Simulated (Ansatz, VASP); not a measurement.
**One calculation of CoO, two programs**

```
CELL_PARAMETERS angstrom
0.00000 2.13150 2.13150
2.13150 0.00000 2.13150
2.13150 2.13150 0.00000
ATOMIC_POSITIONS crystal
Co 0.00000 0.00000 0.00000
O 0.50000 0.50000 0.50000
```

Alike in both runs: task relaxation of cell and atoms; functional PBEsol; dispersion D4; k mesh 11 × 11 × 11; occupations fermi-dirac, width 0.05 eV; collinear spin.

```csv
,VASP,Ansatz
version,VASP 6.6.1,Ansatz 0.2.0
potentials or method,"VASP PAW PBE potentials, release 64 (Co, O), cutoff 600 eV","all-electron LAPW, scalar-relativistic"
```

|  | VASP | Ansatz | Ansatz less VASP |
| --- | --- | --- | --- |
| net moment per atom (μB) | 1.33 | 1.38 | +0.047 |
| size of the moment on the site where the two differ most (μB) | 2.36 | 2.43 | +0.072 |
| relaxed volume (Å³/atom) | 8.91 | 8.97 | +0.058 |
| relaxed cell length with the largest relative difference (Å) | 2.932 | 2.938 | +0.0063 |

VASP's potentials were made for PBE, not for PBEsol. Site moments also hang on the region over which each program counts them. Ansatz ran all-electron here, and VASP with PAW potentials.
